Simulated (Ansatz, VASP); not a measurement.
## Two plane-wave programs on B3MoP4

```
CELL_PARAMETERS angstrom
4.83159 0.00000 0.00000
0.00000 4.83159 0.00000
0.00000 0.00000 4.83159
ATOMIC_POSITIONS crystal
B 0.50000 0.00000 0.00000
B 0.00000 0.50000 0.00000
B 0.00000 0.00000 0.50000
Mo 0.50000 0.50000 0.50000
P 0.23019 0.23019 0.23019
P 0.76981 0.76981 0.23019
P 0.76981 0.23019 0.76981
P 0.23019 0.76981 0.76981
```

Alike in both runs: functional PBE; k mesh 4 × 4 × 4; occupations gaussian, width 0.1 eV; no spin polarisation.

Ansatz relaxed the structure, and its values are those at the end. VASP's run is a single point on that final structure, the one shown.

|  | VASP | Ansatz |
| --- | --- | --- |
| version | VASP 6.6.1 | Ansatz 0.2.0 |
| potentials or method | VASP PAW PBE potentials, release 64 (B, Mo_sv, P), cutoff 520 eV | scalar-relativistic, plane waves, PAW |
| valence electrons in the cell | 43 | 43 |

```tsv
	VASP	Ansatz	Ansatz less VASP
gap on the k mesh at the Fermi level (eV)	none	none	-
pressure (GPa)	-0.2	0.0	+0.13
```

A gap of «none» marks a metal or a gap that the smearing closes.
